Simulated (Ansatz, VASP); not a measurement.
**NaCl: VASP beside Ansatz**

The input POSCAR:

```
NaCl
1.0
    0.0000000000      2.9650101422      2.9650101422
    2.9650101422      0.0000000000      2.9650101422
    2.9650101422      2.9650101422      0.0000000000
Na Cl
1 1
Direct
    0.0000000000      0.0000000000      0.0000000000
    0.5000000000      0.5000000000      0.5000000000
```

The input INCAR.step1:

```
PREC = Accurate
ENCUT = 520
ISMEAR = 0
SIGMA = 0.01
LREAL = False
LASPH = True
NELM = 60
NBANDS = 14
GGA = PE
ALGO = Normal
EDIFF = 1E-4
LWAVE = True
LCHARG = False
```

Contents of INCAR.step2:

```
PREC = Accurate
ENCUT = 520
EDIFF = 1E-6
ISMEAR = 0
SIGMA = 0.01
LREAL = False
LASPH = True
NELM = 60
ALGO = Normal
ISIF = 2
LWAVE = False
LCHARG = False
METAGGA = R2SCAN
LMIXTAU = True
NBANDS = 14
ISTART = 1
```

The input KPOINTS:

```
regular mesh
0
Gamma
  8 8 8
```

Input for Ansatz:

```yaml
crystal:
  lattice:
    - [0.0, 2.9650101422, 2.9650101422]
    - [2.9650101422, 0.0, 2.9650101422]
    - [2.9650101422, 2.9650101422, 0.0]
  atoms:
    - { symbol: Na, position: [0.0, 0.0, 0.0] }
    - { symbol: Cl, position: [0.5, 0.5, 0.5] }
kpoints:
  mp_grid: { grid: [8, 8, 8] }
  band_path:
    path:
      - [0.0, 0.0, 0.0]
      - [0.5, 0.0, 0.5]
      - [0.625, 0.25, 0.625]
      - [0.375, 0.375, 0.75]
      - [0.5, 0.5, 0.5]
      - [0.5, 0.25, 0.75]
    npoints: 1
hamiltonian:
  xc: r2scan
scf:
  occupations: { method: fixed }
  n_extra_bands: 4
output:
  forces: true
  stress: true
  eigenvalues: true
```

Change from the starting cell: hydrostatic strain +5.8%.

Alike in both runs: task single point; functional r2SCAN; k mesh 8 × 8 × 8; no spin polarisation.

|  | VASP | Ansatz |
| --- | --- | --- |
| version | VASP 6.6.1 | Ansatz 0.2.0 |
| potentials or method | VASP PAW PBE potentials, release 64 (Na_pv, Cl) | plane waves, PAW |
| plane-wave cutoff (eV) | 520 | 500 |
| occupations | gaussian, width 0.01 eV | fixed |
| valence electrons in the cell | 14 | 16 |

```csv
,VASP,Ansatz,Ansatz less VASP
gap on the k mesh at the Fermi level (eV),5.36,5.34,-0.020
pressure (GPa),-3.2,-3.1,+0.13
```

VASP's potentials were made for PBE, not for r2SCAN. VASP's potentials hold 14 valence electrons a cell and Ansatz's 16, so a difference there can come from the potentials and not from the codes.
